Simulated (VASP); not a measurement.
# ZrS (I4/mmm) in VASP: further runs

ZrS is run at these levels: r2SCAN; tasks: single point.

Everything below comes from runs of VASP 6.6.1. Logs are shortened: lines on timing, memory, paths and dates and some standing lists are left out, and cuts for length are marked.

### 1 The cell of the first run

It takes space group I4/mmm (No. 139, tetragonal). Conventional cell: a = 3.695 Å, b = 3.695 Å, c = 5.303 Å, α = 90.00°, β = 90.00°, γ = 90.00°. Within 3.4 Å of Zr (site symmetry 4/mmm) lie 6 S at 2.61 to 2.65 Å. Within 3.4 Å of S (site symmetry 4/mmm) lie 6 Zr at 2.61 to 2.65 Å.

### 2 Single point, r2SCAN (strain +0.000 along x and y, +0.015 along z)

Contents of POSCAR:

```
ZrS
1.0
    0.0000000000      2.6124645017      2.6516514692
    2.6124645017      0.0000000000      2.6516514692
    2.6124645017      2.6124645017      0.0000000000
Zr S
1 1
Direct
    0.0000000000      0.0000000000      0.0000000000
    0.5000000000      0.5000000000      0.5000000000
```

Contents of INCAR.step1:

```
SYSTEM = ZrS
  PREC = Accurate
  ENCUT = 520
  ISMEAR = 0
  SIGMA = 0.15
  LREAL = .False.
  LASPH = .True.
  NELM = 80
  NBANDS = 16
  GGA = PE
  ALGO = Normal
  EDIFF = 1E-4
  LWAVE = .True.
  LCHARG = .False.
```

Contents of INCAR.step2:

```
SYSTEM = ZrS
  PREC = Accurate
  ENCUT = 520
  EDIFF = 1E-6
  ISMEAR = 0
  SIGMA = 0.15
  LREAL = .False.
  LASPH = .True.
  NELM = 80
  ALGO = Normal
  ISIF = 2
  LWAVE = .False.
  LCHARG = .True.
  METAGGA = R2SCAN
  LMIXTAU = .True.
  LELF = .True.
  LVHAR = .True.
  NBANDS = 16
  ISTART = 1
```

Contents of KPOINTS:

```
Automatic mesh
0
Gamma
  20 20 20
  0 0 0
```

Potentials or basis: VASP PAW PBE potentials, release 64 (Zr_sv, S).

Command:

```console
$ cat potpaw_PBE.64/Zr_sv/POTCAR potpaw_PBE.64/S/POTCAR > POTCAR
$ cp INCAR.step1 INCAR
$ mpirun -np 1 vasp_std > vasp.out
$ cp INCAR.step2 INCAR
$ mpirun -np 1 vasp_std > vasp.out
```

OUTCAR:

```text
SYSTEM = ZrS
   PREC = Accurate
   ENCUT = 520
   EDIFF = 1E-6
   ISMEAR = 0
   LREAL = .False.
   LASPH = .True.
   NELM = 80
   ISIF = 2
   METAGGA = R2SCAN
   ISTART = 1

 ion  position               nearest neighbor table
   1  0.000  0.000  0.000-   2 2.61   2 2.61   2 2.61   2 2.61   2 2.65   2 2.65
   2  0.500  0.500  0.500-   1 2.61   1 2.61   1 2.61   1 2.61   1 2.65   1 2.65

  LATTYP: Found a body centered tetragonal cell.
 ALAT       =     3.6945827295
 C/A-ratio  =     1.4354267658

  Lattice vectors:

 A1 = (  -2.6124645017,   0.0000000000,   2.6516514692)
 A2 = (   2.6124645017,   0.0000000000,   2.6516514692)
 A3 = (   0.0000000000,   2.6124645017,  -2.6516514692)

Analysis of symmetry for initial positions (statically):
=====================================================================
 Subroutine PRICEL returns:
 Original cell was already a primitive cell.

 Routine SETGRP: Setting up the symmetry group for a
 body centered tetragonal supercell.

 Subroutine GETGRP returns: Found 16 space group operations
 (whereof 16 operations were pure point group operations)
 out of a pool of 16 trial point group operations.

The static configuration has the point symmetry D_4h.

Analysis of symmetry for dynamics (positions and initial velocities):
=====================================================================
 Subroutine PRICEL returns:
 Original cell was already a primitive cell.

 Routine SETGRP: Setting up the symmetry group for a
 body centered tetragonal supercell.

 Subroutine GETGRP returns: Found 16 space group operations
 (whereof 16 operations were pure point group operations)
 out of a pool of 16 trial point group operations.

The dynamic configuration has the point symmetry D_4h.

 Subroutine INISYM returns: Found 16 space group operations
 (whereof 16 operations are pure point group operations),
 and found     1 'primitive' translations

----------------------------------------------------------------------------------------

                                     Primitive cell

  volume of cell :      36.1949

  direct lattice vectors                    reciprocal lattice vectors
     0.000000000  2.612464502  2.651651469    -0.191390160  0.191390160  0.188561734
     2.612464502  0.000000000  2.651651469     0.191390160 -0.191390160  0.188561734
     2.612464502  2.612464502  0.000000000     0.191390160  0.191390160 -0.188561734

  length of vectors
     3.722395235  3.722395235  3.694582730     0.329872573  0.329872573  0.329872573

[... 74 lines left out ...]
   ISPIN  =      1    spin polarized calculation?
   LNONCOLLINEAR =      F non collinear calculations
   LSORBIT =      F    spin-orbit coupling
   LASPH  =      T    aspherical Exc in radial PAW
   ENCUT  =  520.0 eV  38.22 Ry    6.18 a.u.   6.92  6.92  6.87*2*pi/ulx,y,z
   NELM   =     80;   NELMIN=  2; NELMDL=  0     # of ELM steps
   EDIFF  = 0.1E-05   stopping-criterion for ELM
   LREAL  =      F    real-space projection
   EDIFFG = 0.1E-04   stopping-criterion for IOM
   NSW    =      0    number of steps for IOM
   IBRION =     -1    ionic relax: 0-MD 1-quasi-New 2-CG
   NFREE  =      0    steps in history (QN), initial steepest desc. (CG)
   ISIF   =      2    stress and relaxation
   ISYM   =      2    0-nonsym 1-usesym 2-fastsym
   POTIM  = 0.5000    time-step for ionic-motion
   TEBEG  =    0.0;   TEEND  =   0.0 temperature during run
   PSTRESS=    0.0 pullay stress
   NELECT =      18.0000    total number of electrons
   NUPDOWN=      -1.0000    fix difference up-down
   EMIN   =  10.00;   EMAX   =-10.00  energy-range for DOS
   EFERMI =   0.00;   METHOD = LEGACY
   ISMEAR =     0;   SIGMA  =   0.15  broadening in eV -4-tet -1-fermi 0-gaus
   EFERMI_NEDOS =   21; number of points for ismear=-14 and -15
   IALGO  =     38    algorithm
   IMIX   =      4    mixing-type and parameters
     AMIX     =   0.40;   BMIX     =  1.00
     AMIX_MAG =   1.60;   BMIX_MAG =  1.00
  volume/ion in A,a.u.               =      18.10       122.13
  Fermi-wavevector in a.u.,A,eV,Ry     =   1.297030  2.451031 22.888891  1.682286
  Thomas-Fermi vector in A             =   2.428448
   LORBIT       =      0    0 simple, 1 ext, 2 COOP (PROOUT), +10 PAW based schemes
   METAGGA = R2SCAN    functional components
   LHFCALC =     F    Hartree Fock is set to
   AEXX    =    0.0000 exact exchange contribution
   IVDW    =     0    specifies the selected vdW correction
   LEPSILON=     F    determine dielectric tensor
   LRPA    =     F    only Hartree local field effects (RPA)
 non-spin polarized calculation
 Gauss-broadening in eV      SIGMA  =   0.15
  energy-cutoff  :      520.00
  volume of cell :       36.19
 maximum number of plane-waves:       995
   NGX = 13   NGY = 13   NGZ = 13

 number of electron      18.0000000 magnetization

 Free energy of the ion-electron system (eV)
  ---------------------------------------------------
  ext. energy  EPLUGINS =         0.00000000
  ---------------------------------------------------
  free energy    TOTEN  =       -33.88400122 eV

  energy without entropy =      -33.86990455  energy(sigma->0) =      -33.87695288

 E-fermi :  10.9205     XC(G=0): -11.9608

 val. band max:       10.9164418132   @ k =  -0.3000   0.3500   0.1000
 cond. band min:      10.9226703193   @ k =  -0.3000   0.1500   0.3500
 fundamental gap:      0.0062285061
 Fermi energy:        10.9205185765

 k-point     1 :       0.0000    0.0000    0.0000
  band No.  band energies     occupation
      1     -40.9489      2.00000
      2     -18.2318      2.00000
      3     -18.2318      2.00000
      4     -18.2252      2.00000
      5      -5.8663      2.00000
      6       6.9193      2.00000
[... 433 lines left out ...]
      3     -18.2643      2.00000
      4     -18.2509      2.00000
      5      -4.5925      2.00000
      6       3.0263      2.00000
[... 8 lines left out ...]
     15      18.4085      0.00000
     16      18.7052      0.00000

 [... further k-points ...]
[... 5 lines left out ...]
  --------------------------------------------------------------------------------------
  -------------------------------------------------------------------------------------
  Total       -0.1686993     -0.1686993     -1.0142936      0.0000000     -0.0000000      0.0000000
  in kB       -7.4675234     -7.4675234    -44.8980042      0.0000000     -0.0000000      0.0000000
  external PRESSURE =     -19.9443503 kB  Pullay stress =       0.0000000 kB

 VOLUME and BASIS-vectors are now :
 -----------------------------------------------------------------------------
  energy-cutoff  :      520.00
  volume of cell :       36.19
      direct lattice vectors                 reciprocal lattice vectors
     0.000000000  2.612464502  2.651651469    -0.191390160  0.191390160  0.188561734
     2.612464502  0.000000000  2.651651469     0.191390160 -0.191390160  0.188561734
     2.612464502  2.612464502  0.000000000     0.191390160  0.191390160 -0.188561734

 POSITION                                       TOTAL-FORCE (eV/Angst)
 -----------------------------------------------------------------------------------
      0.00000      0.00000      0.00000        -0.000000      0.000000      0.000000
      2.61246      2.61246      2.65165         0.000000     -0.000000     -0.000000
 -----------------------------------------------------------------------------------
    total drift:                                0.000000      0.000000      0.000000

  FREE ENERGIE OF THE ION-ELECTRON SYSTEM (eV)
  ---------------------------------------------------
  free  energy   TOTEN  =       -33.8840012165 eV

  energy  without entropy=      -33.8699045466  energy(sigma->0) =      -33.87695288
```

OUTCAR.step1:

```text
SYSTEM = ZrS
   PREC = Accurate
   ENCUT = 520
   ISMEAR = 0
   LREAL = .False.
   LASPH = .True.
[... 678 lines left out ...]
      0.00000      0.00000      0.00000        -0.000000      0.000000      0.000000
      2.61246      2.61246      2.65165         0.000000     -0.000000     -0.000000
 -----------------------------------------------------------------------------------
    total drift:                                0.000000      0.000000      0.000000

  FREE ENERGIE OF THE ION-ELECTRON SYSTEM (eV)
  ---------------------------------------------------
  free  energy   TOTEN  =       -15.4111733581 eV

  energy  without entropy=      -15.3964352558  energy(sigma->0) =      -15.40380431
```

Run time: 8.9 min. Hardware: 1 thread of Intel Xeon 6975P-C (Granite Rapids), shared host; peak memory 0.46 GiB.

What came out:

| Item | Value |
| --- | --- |
| Free energy | -33.8840 eV |
| Pressure | -2.0 GPa |
| Band gap on the k mesh | zero (bands 9 and 10 overlap by 2.83 eV) |

Stress tensor (GPa, compression positive):
```
-0.75  0.00  0.00
 0.00 -0.75  0.00
 0.00  0.00 -4.49
```

Caveat: the cell differs from its parent crystal (strain +0.000 along x and y, +0.015 along z); the PAW data sets were made with another functional, which shifts forces and pressure a little.

### 3 Single point, r2SCAN (strain -0.030 along x and y, +0.030 along z)

Contents of POSCAR:

```
ZrS
1.0
    0.0000000000      2.5340905666      2.6908384368
    2.5340905666      0.0000000000      2.6908384368
    2.5340905666      2.5340905666      0.0000000000
Zr S
1 1
Direct
    0.0000000000      0.0000000000      0.0000000000
    0.5000000000      0.5000000000      0.5000000000
```

INCAR.step1, as its differences from that of step 2:

```diff
@@ -7,3 +7,3 @@
   LASPH = .True.
-  NELM = 80
+  NELM = 100
   NBANDS = 16
```

Contents of INCAR.step2:

```
SYSTEM = ZrS
  PREC = Accurate
  ENCUT = 520
  EDIFF = 1E-6
  ISMEAR = 0
  SIGMA = 0.15
  LREAL = .False.
  LASPH = .True.
  NELM = 100
  ALGO = Normal
  ISIF = 2
  LWAVE = .False.
  LCHARG = .False.
  METAGGA = R2SCAN
  LMIXTAU = .True.
  NBANDS = 16
  ISTART = 1
```

KPOINTS is that of step 2.

Potentials or basis: VASP PAW PBE potentials, release 64 (Zr_sv, S).

Command:

```console
$ cat potpaw_PBE.64/Zr_sv/POTCAR potpaw_PBE.64/S/POTCAR > POTCAR
$ cp INCAR.step1 INCAR
$ mpirun -np 1 vasp_std > vasp.out
$ cp INCAR.step2 INCAR
$ mpirun -np 1 vasp_std > vasp.out
```

Wall time 15 min (1 thread of Intel Xeon Platinum 8375C at 2.90GHz (Ice Lake), shared host); peak memory 0.44 GiB.

It converged, with:

```
Free energy            : -33.7976 eV
Pressure               : 6.0 GPa
Band gap on the k mesh : zero (bands 9 and 10 overlap by 2.91 eV)
```

Stress tensor (GPa, compression positive):
```
11.89  0.00  0.00
 0.00 11.89  0.00
 0.00  0.00 -5.64
```

Levels at points of the mesh, in eV from the Fermi level:
| k point | band 6 | band 7 | band 8 | band 9 | band 10 | band 11 | band 12 | band 13 |
| --- | --- | --- | --- | --- | --- | --- | --- | --- |
| (0.00, 0.00, 0.00) | -4.08 | -3.91 | -3.91 | -1.95 | -1.26 | -1.26 | -0.97 | -0.62 |
| (0.50, 0.00, 0.00) | -8.73 | -6.65 | -6.61 | 1.55 | 1.77 | 2.10 | 2.12 | 5.61 |
| (0.50, 0.50, 0.00) | -7.06 | -4.76 | -4.76 | -3.79 | 0.38 | 2.60 | 2.60 | 3.31 |
| (0.50, 0.00, 0.50) | -6.67 | -5.06 | -5.02 | -3.70 | 0.64 | 2.28 | 2.82 | 3.31 |

Caveat: the cell differs from its parent crystal (strain -0.030 along x and y, +0.030 along z); the cell stands under pressure; the PAW data sets were made with another functional, which shifts forces and pressure a little.

### 4 Single point, r2SCAN (strain +0.000 along x and y, -0.030 along z)

Contents of POSCAR:

```
ZrS
1.0
    0.0000000000      2.6124645017      2.5340905666
    2.6124645017      0.0000000000      2.5340905666
    2.6124645017      2.6124645017      0.0000000000
Zr S
1 1
Direct
    0.0000000000      0.0000000000      0.0000000000
    0.5000000000      0.5000000000      0.5000000000
```

Contents of INCAR.step1:

```
SYSTEM = ZrS
PREC = Accurate ; ENCUT = 520
ISMEAR = 0 ; SIGMA = 0.15
LREAL = .False. ; LASPH = .True.
NELM = 80 ; NBANDS = 16
GGA = PE ; ALGO = Normal
EDIFF = 1E-4 ; LWAVE = .True.
LCHARG = .False.
```

Contents of INCAR.step2:

```
SYSTEM = ZrS
PREC = Accurate ; ENCUT = 520
EDIFF = 1E-6 ; ISMEAR = 0
SIGMA = 0.15 ; LREAL = .False.
LASPH = .True. ; NELM = 80
ALGO = Normal ; ISIF = 2
LWAVE = .False. ; LCHARG = .False.
METAGGA = R2SCAN ; LMIXTAU = .True.
NBANDS = 16 ; ISTART = 1
```

Contents of KPOINTS:

```
regular mesh
0
Gamma
  20 20 20
  0 0 0
```

Command:

```console
$ cat potpaw_PBE.64/Zr_sv/POTCAR potpaw_PBE.64/S/POTCAR > POTCAR
$ cp INCAR.step1 INCAR
$ mpirun -np 1 vasp_std > vasp.out
$ cp INCAR.step2 INCAR
$ mpirun -np 1 vasp_std > vasp.out
```

Run time: 14 min. Hardware: 1 thread of Intel Xeon Platinum 8375C at 2.90GHz (Ice Lake), shared host; peak memory 0.44 GiB.

It converged, with:

| Item | Value |
| --- | --- |
| Free energy | -33.8540 eV |
| Pressure | 4.9 GPa |
| Band gap on the k mesh | zero (bands 9 and 10 overlap by 3.18 eV) |

Stress tensor (GPa, compression positive):
```
 1.32  0.00  0.00
 0.00  1.32  0.00
 0.00  0.00 12.04
```

Levels at points of the mesh, in eV from the Fermi level:
| k point | band 6 | band 7 | band 8 | band 9 | band 10 | band 11 | band 12 | band 13 |
| --- | --- | --- | --- | --- | --- | --- | --- | --- |
| (0.00, 0.00, 0.00) | -4.01 | -4.01 | -3.91 | -1.62 | -1.62 | -1.28 | -0.79 | -0.71 |
| (0.50, 0.00, 0.00) | -8.72 | -6.63 | -6.60 | 1.56 | 1.70 | 2.04 | 2.13 | 5.95 |
| (0.50, 0.50, 0.00) | -6.67 | -5.07 | -5.07 | -3.72 | 0.68 | 2.55 | 2.55 | 3.27 |
| (0.50, 0.00, 0.50) | -6.90 | -4.93 | -4.88 | -3.74 | 0.50 | 2.48 | 2.69 | 3.28 |

Caveat: the cell differs from its parent crystal (strain +0.000 along x and y, -0.030 along z); the cell stands under pressure; the PAW data sets were made with another functional, which shifts forces and pressure a little.

### 5 The runs side by side

| cell | gap on the mesh (eV) | pressure (GPa) |
| --- | --- | --- |
| a = 3.722, b = 3.722, c = 3.695 Å, angles 60.2, 60.2, 59.5°, 2 atoms | none | -2.0 |
| a = 3.696, b = 3.696, c = 3.584 Å, angles 61.0, 61.0, 58.0°, 2 atoms | none | 6.0 |
| a = 3.640, b = 3.640, c = 3.695 Å, angles 59.5, 59.5, 61.0°, 2 atoms | none | 4.9 |

Alike in all rows: task single point; level r2SCAN; potentials or basis VASP PAW PBE potentials, release 64 (Zr_sv, S); no spin polarisation; k mesh 20 × 20 × 20; cutoff (eV) 520; smearing gaussian 0.15 eV.

Caveats: the PAW data sets were made with another functional, which shifts forces and pressure a little; the cell stands under pressure (at least some runs).

Absolute energies hang on the potentials; compare differences alone.
